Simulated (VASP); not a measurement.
Runs of VASP 6.6.1 on Pt. The structure is that of space group Fm-3m (No. 225), or close to it. The cells are those of the table. 

```csv
task,cell,k mesh,cutoff (eV),smearing,gap on the mesh (eV),pressure (GPa)
single point,"a = 2.786 Å, angles 90.0, 60.0, 120.0°, 1 atom",15 × 15 × 15,520,gaussian 0.1 eV,none,0.7
single point,"a = 2.786 Å, angles 60.0°, 1 atom",28 × 28 × 28,550,gaussian 0.15 eV,none,(a)
relaxation of cell and atoms,"relaxed from a = 2.769 Å, angles 60.0°, 1 atom",18 × 18 × 18,600,gaussian 0.1 eV,none,0.0
single point,"a = 2.786 Å, angles 60.0°, 1 atom",18 × 18 × 18,520,gaussian 0.1 eV,none,0.7
single point,"a = 2.769 Å, angles 60.0°, 1 atom",8 × 8 × 8,520,gaussian 0.1 eV,none,5.4
```

Alike in all rows: level r2SCAN; potentials or basis VASP PAW PBE potentials, release 64 (Pt); no spin polarisation.

Q: Estimate the missing entries.

A: (a) 0.8.

Caveats: the PAW data sets were made with another functional, which shifts forces and pressure a little; spin-orbit coupling is left out, which moves the levels of the heavy elements.

A k mesh can miss the band edges, and the runs leave out spin-orbit coupling on Pt.

A gap of «none» marks levels without a gap at the run's occupations.
